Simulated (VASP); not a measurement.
Set up this calculation in VASP 6.6.1, as the native input.

```
Task                   : single point
Functional             : PBEsol
Potentials or basis    : VASP PAW PBE potentials, release 64 (Ba_sv, Zr_sv, Hf_pv, O)
Cutoff                 : 700 eV
k mesh                 : 1 × 1 × 1, shifted
Occupations            : fermi-dirac, width 0.05 eV
Spin                   : no spin polarisation
Dipole correction      : no
Further INCAR settings : LREAL = Auto; ALGO = Normal; EDIFF = 1e-06; NBANDS = 184; ISYM = -1
```

The structure of Ba4HfZr3O12 lies in POSCAR:

```
Ba4HfZr3O12
1.0
    8.3490343425      0.0000000000      0.0000000000
    0.0000000000      8.3490343425      0.0000000000
    0.0000000000      0.0000000000      8.3490343425
Ba Zr Hf O
8 6 2 24
Direct
    0.9999130000      0.0000420000      0.0001600000
    0.0000040000      0.9997660000      0.5003080000
    0.9999030000      0.5004700000      0.0004960000
    0.0000530000      0.5007540000      0.5000940000
    0.4994140000      0.9998850000      0.0001560000
    0.4994440000      0.0002000000      0.4999680000
    0.4993620000      0.5006880000      0.9999970000
    0.4992420000      0.5004500000      0.5004060000
    0.2498190000      0.2502640000      0.2501870000
    0.2496340000      0.2503860000      0.7502050000
    0.7498410000      0.2504220000      0.2502030000
    0.7496830000      0.2503760000      0.7501840000
    0.7497390000      0.7504050000      0.2501540000
    0.7496290000      0.7503740000      0.7501410000
    0.2497830000      0.7502660000      0.2502440000
    0.2496590000      0.7503820000      0.7502740000
    0.2528910000      0.2537300000      0.0002490000
    0.2468320000      0.2469460000      0.5002370000
    0.2477460000      0.7470070000      0.0001980000
    0.2511820000      0.7534830000      0.5002130000
    0.7468440000      0.2457290000      0.0002150000
    0.7527240000      0.2550140000      0.5002290000
    0.7512100000      0.7550800000      0.0002130000
    0.7477990000      0.7459780000      0.5002030000
    0.9999420000      0.2511220000      0.2471020000
    0.9998390000      0.2500110000      0.7530950000
    0.0006400000      0.7497990000      0.2518310000
    0.0005390000      0.7506580000      0.7483670000
    0.4996640000      0.2496670000      0.2533920000
    0.4995570000      0.2507460000      0.7473040000
    0.4987530000      0.7509120000      0.2484790000
    0.4986490000      0.7499920000      0.7519410000
    0.2491950000      0.9993760000      0.2471060000
    0.2501710000      0.9993660000      0.7535700000
    0.2506450000      0.5012530000      0.2535310000
    0.2493130000      0.5012140000      0.7469300000
    0.7507120000      0.0002260000      0.2548100000
    0.7490900000      0.0002050000      0.7458550000
    0.7494810000      0.5004610000      0.2454920000
    0.7499490000      0.5004710000      0.7547530000
```

One way to write it, as run:

INCAR

```
SYSTEM = Ba4HfZr3O12
  PREC = Accurate
  ENCUT = 700
  EDIFF = 1E-6
  ISMEAR = -1
  SIGMA = 0.05
  LREAL = Auto
  LASPH = .True.
  NELM = 120
  ALGO = Normal
  ISIF = 2
  LWAVE = .False.
  LCHARG = .False.
  GGA = PS
  NBANDS = 184
  ISYM = -1
  GGA_COMPAT = .False.
```

KPOINTS

```
explicit points
1
Reciprocal
  0.25000000   0.25000000   0.25000000 1
```

Potentials or basis: VASP PAW PBE potentials, release 64 (Ba_sv, Zr_sv, Hf_pv, O).

Launch:

```sh
$ cat potpaw_PBE.64/Ba_sv/POTCAR potpaw_PBE.64/Zr_sv/POTCAR potpaw_PBE.64/Hf_pv/POTCAR potpaw_PBE.64/O/POTCAR > POTCAR
$ mpirun -np 1 vasp_std > vasp.out
```

It gave:

The pressure is 0.7 GPa. The largest force is 0.169 eV/Å. The band gap on the k mesh is 4.02 eV.

Caveat: the PAW data sets were made with another functional, which shifts forces and pressure a little; spin-orbit coupling is left out, which moves the levels of the heavy elements; a shifted mesh leaves out Γ, where band edges can lie.

Run time: 7 min on 1 thread of Intel(R) Xeon(R) Platinum 8488C (Sapphire Rapids), with other jobs on the host, peak memory 0.81 GiB.
